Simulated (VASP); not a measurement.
# Na (Pm-3m) in VASP: single point with PBEsol

Aim: the single point of Na with PBEsol.

Everything below comes from runs of VASP 6.6.1. Logs are shortened: lines on timing, memory, paths and dates and some standing lists are left out, and cuts for length are marked.

**1. The cell of the first run**

The structure is cubic, space group Pm-3m (No. 221). The conventional cell has a = 7.023 Å, b = 7.023 Å, c = 7.023 Å, α = 90.00°, β = 90.00°, γ = 90.00°.

**2. Single point, PBEsol**

INCAR

```
SYSTEM = Na
  PREC = Accurate
  ENCUT = 520
  EDIFF = 1E-6
  ISMEAR = 1
  SIGMA = 0.15
  LREAL = .FALSE.
  LASPH = .TRUE.
  NELM = 100
  ALGO = Normal
  ISIF = 2
  LWAVE = .FALSE.
  LCHARG = .TRUE.
  GGA = PS
  LELF = .TRUE.
  LVHAR = .TRUE.
  NBANDS = 10
```

KPOINTS

```
regular mesh
0
G
  3 3 3
  0 0 0
```

POSCAR

```
Na
1.0
    7.0233430000      0.0000000000      0.0000000000
    0.0000000000      7.0233430000      0.0000000000
    0.0000000000      0.0000000000      7.0233430000
Na
1
Direct
    0.0000000000      0.0000000000      0.0000000000
```

Potentials or basis: VASP PAW PBE potentials, release 64 (Na_pv).

Launch:

```sh
> cat potpaw_PBE.64/Na_pv/POTCAR > POTCAR
> mpirun -np 1 vasp_std > vasp.out
```

OUTCAR:

```text
SYSTEM = Na
   PREC = Accurate
   ENCUT = 520
   EDIFF = 1E-6
   ISMEAR = 1
   LREAL = .FALSE.
   LASPH = .TRUE.
   NELM = 100
   ISIF = 2
   GGA = PS

 ion  position               nearest neighbor table
   1  0.000  0.000  0.000-

  LATTYP: Found a simple cubic cell.
 ALAT       =     7.0233430000

  Lattice vectors:

 A1 = (   7.0233430000,   0.0000000000,   0.0000000000)
 A2 = (   0.0000000000,   7.0233430000,   0.0000000000)
 A3 = (   0.0000000000,   0.0000000000,   7.0233430000)

Analysis of symmetry for initial positions (statically):
=====================================================================
 Subroutine PRICEL returns:
 Original cell was already a primitive cell.

 Routine SETGRP: Setting up the symmetry group for a
 simple cubic supercell.

 Subroutine GETGRP returns: Found 48 space group operations
 (whereof 48 operations were pure point group operations)
 out of a pool of 48 trial point group operations.

The static configuration has the point symmetry O_h .

Analysis of symmetry for dynamics (positions and initial velocities):
=====================================================================
 Subroutine PRICEL returns:
 Original cell was already a primitive cell.

 Routine SETGRP: Setting up the symmetry group for a
 simple cubic supercell.

 Subroutine GETGRP returns: Found 48 space group operations
 (whereof 48 operations were pure point group operations)
 out of a pool of 48 trial point group operations.

The dynamic configuration has the point symmetry O_h .

 Subroutine INISYM returns: Found 48 space group operations
 (whereof 48 operations are pure point group operations),
 and found     1 'primitive' translations

----------------------------------------------------------------------------------------

                                     Primitive cell

  volume of cell :     346.4429

  direct lattice vectors                    reciprocal lattice vectors
     7.023343000  0.000000000  0.000000000     0.142382338  0.000000000  0.000000000
     0.000000000  7.023343000  0.000000000     0.000000000  0.142382338  0.000000000
     0.000000000  0.000000000  7.023343000     0.000000000  0.000000000  0.142382338

  length of vectors
     7.023343000  7.023343000  7.023343000     0.142382338  0.142382338  0.142382338

  position of ions in fractional coordinates (direct lattice)
     0.000000000  0.000000000  0.000000000

  ion indices of the primitive-cell ions
   primitive index   ion index
                 1           1

----------------------------------------------------------------------------------------

 KPOINTS: regular mesh

Automatic generation of k-mesh.
 Grid dimensions read from file:
 generate k-points for:    3    3    3

 Generating k-lattice:

  Cartesian coordinates                     Fractional coordinates (reciprocal lattice)
     0.047460779  0.000000000  0.000000000     0.333333333  0.000000000  0.000000000
     0.000000000  0.047460779  0.000000000     0.000000000  0.333333333  0.000000000
     0.000000000  0.000000000  0.047460779     0.000000000  0.000000000  0.333333333

  Length of vectors
     0.047460779  0.047460779  0.047460779

  Shift w.r.t. Gamma in fractional coordinates (k-lattice)
     0.000000000  0.000000000  0.000000000

 Subroutine IBZKPT returns following result:
 ===========================================

 Found      4 irreducible k-points:

 Following reciprocal coordinates:
            Coordinates               Weight
  0.000000  0.000000  0.000000      1.000000
  0.333333  0.000000  0.000000      6.000000
  0.333333  0.333333  0.000000     12.000000
  0.333333  0.333333  0.333333      8.000000
   k-points           NKPTS =      4   k-points in BZ     NKDIM =      4   number of bands    NBANDS=     10
   number of dos      NEDOS =    301   number of ions     NIONS =      1
   total plane-waves  NPLWV = 157464
   dimension x,y,z NGX =    54 NGY =   54 NGZ =   54
   dimension x,y,z NGXF=   108 NGYF=  108 NGZF=  108
   ions per type =               1
   NGX,Y,Z   is equivalent  to a cutoff of  12.78, 12.78, 12.78 a.u.
   NGXF,Y,Z  is equivalent  to a cutoff of  25.56, 25.56, 25.56 a.u.
 SYSTEM =  Na
   PREC   = accura    normal or accurate (medium, high low for compatibility)
   ISTART =      0    job   : 0-new  1-cont  2-samecut
   ICHARG =      2    charge: 1-file 2-atom 10-const
   ISPIN  =      1    spin polarized calculation?
   LNONCOLLINEAR =      F non collinear calculations
   LSORBIT =      F    spin-orbit coupling
   LASPH  =      T    aspherical Exc in radial PAW
   ENCUT  =  520.0 eV  38.22 Ry    6.18 a.u.  13.06 13.06 13.06*2*pi/ulx,y,z
   NELM   =    100;   NELMIN=  2; NELMDL= -5     # of ELM steps
   EDIFF  = 0.1E-05   stopping-criterion for ELM
   LREAL  =      F    real-space projection
   EDIFFG = 0.1E-04   stopping-criterion for IOM
   NSW    =      0    number of steps for IOM
   IBRION =     -1    ionic relax: 0-MD 1-quasi-New 2-CG
   NFREE  =      0    steps in history (QN), initial steepest desc. (CG)
   ISIF   =      2    stress and relaxation
   ISYM   =      2    0-nonsym 1-usesym 2-fastsym
   POTIM  = 0.5000    time-step for ionic-motion
   TEBEG  =    0.0;   TEEND  =   0.0 temperature during run
   PSTRESS=    0.0 pullay stress
   NELECT =       7.0000    total number of electrons
   NUPDOWN=      -1.0000    fix difference up-down
   EMIN   =  10.00;   EMAX   =-10.00  energy-range for DOS
   EFERMI =   0.00;   METHOD = LEGACY
   ISMEAR =     1;   SIGMA  =   0.15  broadening in eV -4-tet -1-fermi 0-gaus
   EFERMI_NEDOS =   21; number of points for ismear=-14 and -15
   IALGO  =     38    algorithm
   IMIX   =      4    mixing-type and parameters
     AMIX     =   0.40;   BMIX     =  1.00
     AMIX_MAG =   1.60;   BMIX_MAG =  1.00
  volume/ion in A,a.u.               =     346.44      2337.91
  Fermi-wavevector in a.u.,A,eV,Ry     =   0.445893  0.842615  2.705114  0.198820
  Thomas-Fermi vector in A             =   1.423866
   LORBIT       =      0    0 simple, 1 ext, 2 COOP (PROOUT), +10 PAW based schemes
   GGA     = PS    functional components
   LHFCALC =     F    Hartree Fock is set to
   AEXX    =    0.0000 exact exchange contribution
   IVDW    =     0    specifies the selected vdW correction
   LEPSILON=     F    determine dielectric tensor
   LRPA    =     F    only Hartree local field effects (RPA)
 non-spin polarized calculation
 Methfessel and Paxton  Order N= 1 SIGMA  =   0.15
  energy-cutoff  :      520.00
  volume of cell :      346.44
 maximum number of plane-waves:      9357
 NGX is ok and might be reduce to    54
   NGX = 27   NGY = 27   NGZ = 27

 number of electron       7.0000020 magnetization

 Free energy of the ion-electron system (eV)
  ---------------------------------------------------
  ext. energy  EPLUGINS =         0.00000000
  ---------------------------------------------------
  free energy    TOTEN  =        -0.16556262 eV

  energy without entropy =       -0.15653450  energy(sigma->0) =       -0.16255325

 E-fermi :  -2.3019     XC(G=0):  -2.3902

 val. band max:       -2.3105857077   @ k =   0.3333   0.3333   0.0000
 cond. band min:      -2.1202796570   @ k =   0.3333   0.3333   0.3333
 fundamental gap:      0.1903060507
 Fermi energy:        -2.3019334748

 k-point     1 :       0.0000    0.0000    0.0000
  band No.  band energies     occupation
      1     -28.3879      2.00000
      2     -28.3879      2.00000
      3     -28.3879      2.00000
      4      -2.7081      2.00087
      5       0.4014     -0.00000
      6       0.4014     -0.00000
      7       0.4014     -0.00000
      8       0.7276      0.00000
      9       1.1065      0.00000
     10       1.1065      0.00000

 k-point     2 :       0.3333    0.0000    0.0000
  band No.  band energies     occupation
      1     -28.3879      2.00000
      2     -28.3879      2.00000
      3     -28.3879      2.00000
      4      -2.5063      2.06610
      5      -0.8365     -0.00000
      6       0.5849     -0.00000
      7       0.5849     -0.00000
      8       1.1342      0.00000
      9       1.3540      0.00000
     10       2.2708      0.00000

 k-point     3 :       0.3333    0.3333    0.0000
  band No.  band energies     occupation
      1     -28.3879      2.00000
      2     -28.3879      2.00000
      3     -28.3879      2.00000
      4      -2.3106      1.09745
      5      -0.6374     -0.00000
      6      -0.5714     -0.00000
      7       0.7578      0.00000
      8       0.8720      0.00000
      9       1.5105      0.00000
     10       2.5114      0.00000

 k-point     4 :       0.3333    0.3333    0.3333
  band No.  band energies     occupation
      1     -28.3879      2.00000
      2     -28.3879      2.00000
      3     -28.3879      2.00000
      4      -2.1203     -0.07086
      5      -0.4369     -0.00000
      6      -0.3555     -0.00000
      7      -0.3555     -0.00000
      8       1.0327      0.00000
      9       1.2063      0.00000
     10       1.2063      0.00000

------------------------ aborting loop because EDIFF is reached ----------------------------------------

  FORCE on cell =-STRESS in cart. coord.  units (eV):
  Direction    XX          YY          ZZ          XY          YZ          ZX
  --------------------------------------------------------------------------------------
  -------------------------------------------------------------------------------------
  Total       -0.2893272     -0.2893272     -0.2893272      0.0000000      0.0000000      0.0000000
  in kB       -1.3380374     -1.3380374     -1.3380374      0.0000000      0.0000000      0.0000000
  external PRESSURE =      -1.3380374 kB  Pullay stress =       0.0000000 kB

 VOLUME and BASIS-vectors are now :
 -----------------------------------------------------------------------------
  energy-cutoff  :      520.00
  volume of cell :      346.44
      direct lattice vectors                 reciprocal lattice vectors
     7.023343000  0.000000000  0.000000000     0.142382338  0.000000000  0.000000000
     0.000000000  7.023343000  0.000000000     0.000000000  0.142382338  0.000000000
     0.000000000  0.000000000  7.023343000     0.000000000  0.000000000  0.142382338

 POSITION                                       TOTAL-FORCE (eV/Angst)
 -----------------------------------------------------------------------------------
      0.00000      0.00000      0.00000         0.000000      0.000000      0.000000
 -----------------------------------------------------------------------------------
    total drift:                                0.000000     -0.000000     -0.000000

  FREE ENERGIE OF THE ION-ELECTRON SYSTEM (eV)
  ---------------------------------------------------
  free  energy   TOTEN  =        -0.1655626193 eV

  energy  without entropy=       -0.1565344970  energy(sigma->0) =       -0.16255325
```

It took 33 s on 1 thread of Intel Xeon 8259CL, shared host; peak memory 0.38 GiB.

Results:

* Free energy: -0.1656 eV
* Pressure: -0.1 GPa

Levels at points of the mesh, in eV from the Fermi level:
```tsv
k point	band 1	band 2	band 3	band 4	band 5	band 6	band 7	band 8
(0.00, 0.00, 0.00)	-26.09	-26.09	-26.09	-0.41	2.70	2.70	2.70	3.03
```

Caveat: the PAW data sets were made with another functional, which shifts forces and pressure a little.
